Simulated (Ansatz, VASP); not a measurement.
Two plane-wave programs on NaGa4

```
Na Ga
1.0
    -2.06192    2.06192    5.50164
     2.06192   -2.06192    5.50164
     2.06192    2.06192   -5.50164
Na Ga
1 4
Cartesian
  0.0000 0.0000 0.0000
  0.0000 0.0000 4.2871
  0.0000 0.0000 6.7162
  0.0000 2.0619 2.7508
  2.0619 0.0000 2.7508
```

Alike in both runs: functional LDA; k mesh 12 × 12 × 12; occupations gaussian, width 0.1 eV; no spin polarisation.

Ansatz relaxed the structure, and its values are those at the end. VASP's run is a single point on that final structure, the one shown.

```csv
,VASP,Ansatz
version,VASP 6.6.1,Ansatz 0.2.0
potentials or method,"VASP PAW LDA potentials, release 64 (Na_pv, Ga_d), cutoff 520 eV","scalar-relativistic, plane waves, PAW"
valence electrons in the cell,59,61
```

```tsv
	VASP	Ansatz	Ansatz less VASP
gap on the k mesh at the Fermi level (eV)	none	none	-
pressure (GPa)	0.2	0.0	-0.18
```

LDA's correlation is that of Perdew and Zunger in VASP and of Perdew and Wang (1992) in Ansatz. A gap of «none» marks a metal or a gap that the smearing closes. VASP's potentials hold 59 valence electrons a cell and Ansatz's 61, so a difference there can come from the potentials and not from the codes.
